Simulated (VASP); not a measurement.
Set up this calculation in VASP 6.6.1, as the native input.

- Task: single point
- Functional: PBE
- Potentials or basis: VASP PAW PBE potentials, release 64 (Tl_d)
- Cutoff: 520 eV
- k mesh: 15 × 15 × 8
- Occupations: fermi-dirac, width 0.1 eV
- Spin: no spin polarisation
- Dipole correction: no
- Further INCAR settings: ALGO = Normal; EDIFF = 1e-07; NBANDS = 20

The structure of Tl lies in POSCAR:

```
Tl
1.0
    3.5902820628      0.0000000000      0.0000000000
   -1.7951410314      3.1092754731      0.0000000000
    0.0000000000      0.0000000000      5.6419406004
Tl
2
Direct
    0.3333333333      0.6666666667      0.2500000000
    0.6666666667      0.3333333333      0.7500000000
```

The input as run:

INCAR

```
ALGO = Normal ; EDIFF = 1E-7
ENCUT = 520 ; GGA = PE
ISIF = 2 ; ISMEAR = -1
LASPH = T ; LCHARG = F
LREAL = F ; LWAVE = F
NBANDS = 20 ; NELM = 60
PREC = Accurate ; SIGMA = 0.1
```

KPOINTS

```
k-points
0
Gamma
  15 15 8
```

Potentials or basis: VASP PAW PBE potentials, release 64 (Tl_d).

Launch:

```sh
$ cat potpaw_PBE.64/Tl_d/POTCAR > POTCAR
$ mpirun -np 1 vasp_std > vasp.out
```

Results of the run:

- Pressure: -0.1 GPa
- Band gap on the k mesh: zero (band 13 reaches 8.93 eV, above the bottom of band 14 at 3.71 eV)

Caveat: spin-orbit coupling is left out, which moves the levels of the heavy elements.

Wall time 47 s on 1 thread of Intel(R) Xeon(R) 6975P-C (Granite Rapids), on a shared host, peak memory 0.27 GiB.
